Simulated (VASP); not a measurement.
# BN (P2_1/m) in VASP: further runs

Runs on BN. Level: r2SCAN. Tasks: single point.

Everything below comes from runs of VASP 6.6.1. Logs are shortened: lines on timing, memory, paths and dates and some standing lists are left out, and cuts for length are marked.

## (1) The cell of the first run

The typed cell holds 4 atoms: a = 2.601 Å, b = 2.512 Å, c = 6.872 Å, α = 90.00°, β = 90.00°, γ = 121.24°.

## (2) Single point, r2SCAN (uniaxial strain along a: +4.0 %, then relaxed in part)

The input, POSCAR:

```
BN
1.0
    2.6009632452     -0.0012187544      0.0000000000
   -1.3014863509      2.1481329952      0.0000000000
    0.0000000000      0.0000000000      6.8720592528
B N
2 2
Direct
    0.3419266438      0.6841005342      0.2500000000
    0.6580733562      0.3158994658      0.7500000000
    0.3220549604      0.6437063556      0.7500000000
    0.6779450396      0.3562936444      0.2500000000
```

The input, INCAR.step1:

```
  PREC = Accurate
  ENCUT = 520
  ISMEAR = 0
  SIGMA = 0.02
  LREAL = F
  LASPH = T
  NELM = 100
  NBANDS = 16
  GGA = PE
  ALGO = Normal
  EDIFF = 1E-4
  LWAVE = T
  LCHARG = F
```

The input, INCAR.step2:

```
  PREC = Accurate
  ENCUT = 520
  EDIFF = 1E-6
  ISMEAR = 0
  SIGMA = 0.02
  LREAL = F
  LASPH = T
  NELM = 100
  ALGO = Normal
  ISIF = 2
  LWAVE = F
  LCHARG = T
  METAGGA = R2SCAN
  LMIXTAU = T
  LELF = T
  LVHAR = T
  NBANDS = 16
  ISTART = 1
```

The input, KPOINTS:

```
regular mesh
0
Gamma
  12 12 4
```

Potentials or basis: VASP PAW PBE potentials, release 64 (B, N).

Run with:

```console
cat potpaw_PBE.64/B/POTCAR potpaw_PBE.64/N/POTCAR > POTCAR
cp INCAR.step1 INCAR
mpirun -np 1 vasp_std > vasp.out
cp INCAR.step2 INCAR
mpirun -np 1 vasp_std > vasp.out
```

OUTCAR:

```text
PREC = Accurate
   ENCUT = 520
   EDIFF = 1E-6
   ISMEAR = 0
   LREAL = F
   LASPH = T
   NELM = 100
   ISIF = 2
   METAGGA = R2SCAN
   ISTART = 1

 ion  position               nearest neighbor table
   1  0.342  0.684  0.250-   4 1.44   4 1.48   4 1.48
   2  0.658  0.316  0.750-   3 1.44   3 1.48   3 1.48
   3  0.322  0.644  0.750-   2 1.44   2 1.48   2 1.48
   4  0.678  0.356  0.250-   1 1.44   1 1.48   1 1.48

  Warning from LATTYP: Monoclinic adjustment (A1->A3, A2->A1, A3->A2)!
  Warning from LATTYP: Got some problem with cell dimensions!
  Tried to take original basis but could not verify dimensions!
  LATTYP: Found a simple monoclinic cell.
 ALAT       =     2.5095579205
 B/A-ratio  =     2.7383545113
 C/A-ratio  =     1.0008301832
 COS(beta)  =    -0.4633595444

  Lattice vectors:

 A1 = (   1.2994768943,   2.1469142408,   0.0000000000)
 A2 = (   0.0000000000,   0.0000000000,   6.8720592528)
 A3 = (   1.3014863509,  -2.1481329952,   0.0000000000)

Analysis of symmetry for initial positions (statically):
=====================================================================
 Subroutine PRICEL returns:
 Original cell was already a primitive cell.

 Routine SETGRP: Setting up the symmetry group for a
 simple monoclinic supercell.

 Subroutine GETGRP returns: Found  4 space group operations
 (whereof  2 operations were pure point group operations)
 out of a pool of  4 trial point group operations.

The static configuration has the point symmetry S_2 .
 The point group associated with its full space group is C_2h.

Analysis of symmetry for dynamics (positions and initial velocities):
=====================================================================
 Subroutine PRICEL returns:
 Original cell was already a primitive cell.

 Routine SETGRP: Setting up the symmetry group for a
 simple monoclinic supercell.

 Subroutine GETGRP returns: Found  4 space group operations
 (whereof  2 operations were pure point group operations)
 out of a pool of  4 trial point group operations.

The dynamic configuration has the point symmetry S_2 .
 The point group associated with its full space group is C_2h.

 Subroutine INISYM returns: Found  4 space group operations
 (whereof  2 operations are pure point group operations),
 and found     1 'primitive' translations

----------------------------------------------------------------------------------------

                                     Primitive cell

  volume of cell :      38.3848

  direct lattice vectors                    reciprocal lattice vectors
     2.600963245 -0.001218754  0.000000000     0.384582127  0.233006239  0.000000000
    -1.301486351  2.148132995  0.000000000     0.000218195  0.465652722  0.000000000
     0.000000000  0.000000000  6.872059253     0.000000000  0.000000000  0.145516790

  length of vectors
     2.600963531  2.511641313  6.872059253     0.449661339  0.465652774  0.145516790

  position of ions in fractional coordinates (direct lattice)
     0.341926644  0.684100534  0.250000000
     0.658073356  0.315899466  0.750000000
     0.322054960  0.643706356  0.750000000
     0.677945040  0.356293644  0.250000000

  ion indices of the primitive-cell ions
   primitive index   ion index
                 1           1
                 2           2
                 3           3
                 4           4

----------------------------------------------------------------------------------------

 KPOINTS: regular mesh

Automatic generation of k-mesh.
 Grid dimensions read from file:
 generate k-points for:   12   12    4

 Generating k-lattice:

  Cartesian coordinates                     Fractional coordinates (reciprocal lattice)
     0.032048511  0.019417187  0.000000000     0.083333333  0.000000000  0.000000000
     0.000018183  0.038804394  0.000000000     0.000000000  0.083333333  0.000000000
     0.000000000  0.000000000  0.036379197     0.000000000  0.000000000  0.250000000

  Length of vectors
     0.037471778  0.038804398  0.036379197

  Shift w.r.t. Gamma in fractional coordinates (k-lattice)
     0.000000000  0.000000000  0.000000000

 Subroutine IBZKPT returns following result:
 ===========================================

 Found    222 irreducible k-points:

 Following reciprocal coordinates:
            Coordinates               Weight
  0.000000  0.000000  0.000000      1.000000
  0.083333 -0.000000  0.000000      2.000000
  0.166667  0.000000  0.000000      2.000000
  0.250000 -0.000000  0.000000      2.000000
  0.333333  0.000000  0.000000      2.000000
  0.416667 -0.000000  0.000000      2.000000
[... 16 lines left out ...]
  0.250000  0.166667  0.000000      2.000000
  0.333333  0.166667  0.000000      2.000000
 [... further k-points ...]
   k-points           NKPTS =    222   k-points in BZ     NKDIM =    222   number of bands    NBANDS=     16
   number of dos      NEDOS =    301   number of ions     NIONS =      4
   total plane-waves  NPLWV =  21600
   dimension x,y,z NGX =    20 NGY =   20 NGZ =   54
   dimension x,y,z NGXF=    40 NGYF=   40 NGZF=  108
   ions per type =               2   2
   NGX,Y,Z   is equivalent  to a cutoff of  12.78, 13.24, 13.06 a.u.
   NGXF,Y,Z  is equivalent  to a cutoff of  25.57, 26.48, 26.13 a.u.
 SYSTEM =  unknown system
   PREC   = accura    normal or accurate (medium, high low for compatibility)
   ISTART =      1    job   : 0-new  1-cont  2-samecut
   ICHARG =      0    charge: 1-file 2-atom 10-const
   ISPIN  =      1    spin polarized calculation?
   LNONCOLLINEAR =      F non collinear calculations
   LSORBIT =      F    spin-orbit coupling
   LASPH  =      T    aspherical Exc in radial PAW
   ENCUT  =  520.0 eV  38.22 Ry    6.18 a.u.   4.84  4.67 12.78*2*pi/ulx,y,z
   NELM   =    100;   NELMIN=  2; NELMDL=  0     # of ELM steps
   EDIFF  = 0.1E-05   stopping-criterion for ELM
   LREAL  =      F    real-space projection
   EDIFFG = 0.1E-04   stopping-criterion for IOM
   NSW    =      0    number of steps for IOM
   IBRION =     -1    ionic relax: 0-MD 1-quasi-New 2-CG
   NFREE  =      0    steps in history (QN), initial steepest desc. (CG)
   ISIF   =      2    stress and relaxation
   ISYM   =      2    0-nonsym 1-usesym 2-fastsym
   POTIM  = 0.5000    time-step for ionic-motion
   TEBEG  =    0.0;   TEEND  =   0.0 temperature during run
   PSTRESS=    0.0 pullay stress
   NELECT =      16.0000    total number of electrons
   NUPDOWN=      -1.0000    fix difference up-down
   EMIN   =  10.00;   EMAX   =-10.00  energy-range for DOS
   EFERMI =   0.00;   METHOD = LEGACY
   ISMEAR =     0;   SIGMA  =   0.02  broadening in eV -4-tet -1-fermi 0-gaus
   EFERMI_NEDOS =   21; number of points for ismear=-14 and -15
   IALGO  =     38    algorithm
   IMIX   =      4    mixing-type and parameters
     AMIX     =   0.40;   BMIX     =  1.00
     AMIX_MAG =   1.60;   BMIX_MAG =  1.00
  volume/ion in A,a.u.               =       9.60        64.76
  Fermi-wavevector in a.u.,A,eV,Ry     =   1.222912  2.310968 20.347697  1.495514
  Thomas-Fermi vector in A             =   2.358042
   LORBIT       =      0    0 simple, 1 ext, 2 COOP (PROOUT), +10 PAW based schemes
   METAGGA = R2SCAN    functional components
   LHFCALC =     F    Hartree Fock is set to
   AEXX    =    0.0000 exact exchange contribution
   IVDW    =     0    specifies the selected vdW correction
   LEPSILON=     F    determine dielectric tensor
   LRPA    =     F    only Hartree local field effects (RPA)
 non-spin polarized calculation
 Gauss-broadening in eV      SIGMA  =   0.02
  energy-cutoff  :      520.00
  volume of cell :       38.38
 maximum number of plane-waves:      1048
   NGX =  9   NGY =  9   NGZ = 25

 number of electron      16.0000000 magnetization

 Free energy of the ion-electron system (eV)
  ---------------------------------------------------
  ext. energy  EPLUGINS =         0.00000000
  ---------------------------------------------------
  free energy    TOTEN  =       -38.45647283 eV

  energy without entropy =      -38.45647283  energy(sigma->0) =      -38.45647283

 E-fermi :   1.7358     XC(G=0): -10.4156

 val. band max:        1.6391206518   @ k =   0.2500   0.3333   0.0000
 cond. band min:       6.3518849918   @ k =   0.5000   0.5000   0.0000
 fundamental gap:      4.7127643400
 Fermi energy:         1.7357623436

 k-point     1 :       0.0000    0.0000    0.0000
  band No.  band energies     occupation
      1     -16.9375      2.00000
      2     -16.7116      2.00000
      3      -4.4540      2.00000
      4      -2.5746      2.00000
      5      -0.0325      2.00000
      6       0.0004      2.00000
[... 8 lines left out ...]
     15      14.7121      0.00000
     16      15.2827      0.00000

 k-point     2 :       0.0833   -0.0000    0.0000
  band No.  band energies     occupation
      1     -16.8043      2.00000
      2     -16.5819      2.00000
      3      -4.2710      2.00000
      4      -2.4089      2.00000
      5      -0.5512      2.00000
      6      -0.5243      2.00000
[... 8 lines left out ...]
     15      14.7516      0.00000
     16      15.0264      0.00000

 k-point     3 :       0.1667    0.0000    0.0000
  band No.  band energies     occupation
      1     -16.4129      2.00000
      2     -16.2015      2.00000
      3      -3.7294      2.00000
      4      -1.9901      2.00000
      5      -1.9583      2.00000
      6      -1.9225      2.00000
[... 8 lines left out ...]
     15      15.7227      0.00000
     16      16.3308      0.00000
[... 362 lines left out ...]
 k-point    23 :       0.2500    0.1667    0.0000
  band No.  band energies     occupation
      1     -14.6028      2.00000
      2     -14.4566      2.00000
      3      -5.6665      2.00000
      4      -5.6231      2.00000
      5      -3.1184      2.00000
      6      -3.0658      2.00000
[... 8 lines left out ...]
     15      15.8983      0.00000
     16      17.2758      0.00000

 k-point    24 :       0.3333    0.1667    0.0000
  band No.  band energies     occupation
      1     -13.9136      2.00000
      2     -13.8203      2.00000
      3      -6.8241      2.00000
      4      -6.7669      2.00000
      5      -3.6259      2.00000
      6      -3.5667      2.00000
[... 8 lines left out ...]
     15      16.3903      0.00000
     16      18.9626      0.00000

 [... further k-points ...]

------------------------ aborting loop because EDIFF is reached ----------------------------------------

  FORCE on cell =-STRESS in cart. coord.  units (eV):
  Direction    XX          YY          ZZ          XY          YZ          ZX
  --------------------------------------------------------------------------------------
  -------------------------------------------------------------------------------------
  Total       -7.1605383      0.1999243     -0.0638731      0.0765041      0.0000000      0.0000000
  in kB     -298.8802998      8.3448255     -2.6660577      3.1932761      0.0000000      0.0000000
  external PRESSURE =     -97.7338440 kB  Pullay stress =       0.0000000 kB

 VOLUME and BASIS-vectors are now :
 -----------------------------------------------------------------------------
  energy-cutoff  :      520.00
  volume of cell :       38.38
      direct lattice vectors                 reciprocal lattice vectors
     2.600963245 -0.001218754  0.000000000     0.384582127  0.233006239  0.000000000
    -1.301486351  2.148132995  0.000000000     0.000218195  0.465652722  0.000000000
     0.000000000  0.000000000  6.872059253     0.000000000  0.000000000  0.145516790

 POSITION                                       TOTAL-FORCE (eV/Angst)
 -----------------------------------------------------------------------------------
     -0.00101      1.46912      1.71801        -0.001106     -0.004680      0.000000
      1.30049      0.67779      5.15404         0.001106      0.004680      0.000000
     -0.00012      1.38237      5.15404        -0.001072     -0.004347     -0.000000
      1.29960      0.76454      1.71801         0.001072      0.004347      0.000000
 -----------------------------------------------------------------------------------
    total drift:                                0.000000     -0.000000     -0.000000

  FREE ENERGIE OF THE ION-ELECTRON SYSTEM (eV)
  ---------------------------------------------------
  free  energy   TOTEN  =       -38.4564728285 eV

  energy  without entropy=      -38.4564728285  energy(sigma->0) =      -38.45647283
```

Wall time 4.3 min (1 thread of Intel Xeon 6975P-C (Granite Rapids), shared host); peak memory 0.24 GiB.

Results:

```yaml
Free_energy: -38.4565 eV
Pressure: -9.8 GPa
Largest_force: 0.005 eV/Å
Band_gap_on_the_k_mesh: 4.71 eV (least direct gap 5.14 eV)
```

Forces in eV/Å, atoms in the order of the input:
```
B   -0.001 -0.005  0.000
B    0.001  0.005  0.000
N   -0.001 -0.004  0.000
N    0.001  0.004  0.000
```

Caveat: the cell differs from its parent crystal (uniaxial strain along a: +4.0 %, then relaxed in part); the cell stands under tension; the PAW data sets were made with another functional, which shifts forces and pressure a little. A k mesh can miss the band edges.

## (3) Single point, r2SCAN

POSCAR is that of step 2.

The input, INCAR.step1:

```
SYSTEM = BN
PREC = Accurate
ENCUT = 520
ISMEAR = 0
SIGMA = 0.02
LREAL = .FALSE.
LASPH = .TRUE.
NELM = 100
NBANDS = 16
GGA = PE
ALGO = Normal
EDIFF = 1E-4
LWAVE = .TRUE.
LCHARG = .FALSE.
```

The input, INCAR.step2:

```
SYSTEM = BN
PREC = Accurate
ENCUT = 520
EDIFF = 1E-7
ISMEAR = 0
SIGMA = 0.02
LREAL = .FALSE.
LASPH = .TRUE.
NELM = 100
ALGO = Normal
ISIF = 2
LWAVE = .FALSE.
LCHARG = .FALSE.
METAGGA = R2SCAN
LMIXTAU = .TRUE.
NBANDS = 16
ISTART = 1
```

The input, KPOINTS:

```
regular mesh
0
G
  12 12 4
  0 0 0
```

Potentials or basis: VASP PAW PBE potentials, release 64 (B, N).

Run with:

```console
cat potpaw_PBE.64/B/POTCAR potpaw_PBE.64/N/POTCAR > POTCAR
cp INCAR.step1 INCAR
mpirun -np 1 vasp_std > vasp.out
cp INCAR.step2 INCAR
mpirun -np 1 vasp_std > vasp.out
```

Wall time 4.8 min (1 thread of Intel Xeon 6975P-C (Granite Rapids), shared host); peak memory 0.23 GiB.

The run converged. Its results:

| Item | Value |
| --- | --- |
| Free energy | -38.4565 eV |
| Pressure | -9.8 GPa |
| Largest force | 0.005 eV/Å |
| Band gap on the k mesh | 4.71 eV (least direct gap 5.14 eV) |

Forces on the atoms (eV/Å):
```
B   -0.001 -0.005  0.000
B    0.001  0.005  0.000
N   -0.001 -0.004  0.000
N    0.001  0.004  0.000
```

Stress tensor (GPa, compression positive):
```
-29.88   0.32   0.00
  0.32   0.84   0.00
  0.00   0.00  -0.25
```

Levels at points of the mesh, in eV from the valence-band top:
| k point | band 6 | band 7 | band 8 | band 9 | band 10 | band 11 |
| --- | --- | --- | --- | --- | --- | --- |
| (0.00, 0.00, 0.00) | -1.64 | -1.25 | -1.22 | 5.32 | 10.42 | 11.26 |
| (0.50, 0.00, 0.00) | -3.95 | -1.49 | -0.65 | 4.72 | 5.91 | 10.05 |
| (0.00, 0.50, 0.00) | -4.74 | -1.14 | -0.26 | 4.89 | 6.22 | 8.93 |
| (0.50, 0.50, 0.00) | -3.94 | -1.50 | -0.66 | 4.71 | 5.91 | 10.07 |
| (0.00, 0.00, 0.50) | -1.66 | -1.23 | -1.23 | 7.56 | 7.56 | 11.63 |
| (0.50, 0.00, 0.50) | -3.98 | -1.05 | -1.05 | 5.10 | 5.10 | 10.56 |
| (0.00, 0.50, 0.50) | -4.77 | -0.70 | -0.70 | 5.38 | 5.38 | 9.13 |
| (0.50, 0.50, 0.50) | -3.96 | -1.06 | -1.06 | 5.10 | 5.10 | 10.59 |

Caveat: the cell stands under tension; the PAW data sets were made with another functional, which shifts forces and pressure a little. A k mesh can miss the band edges.
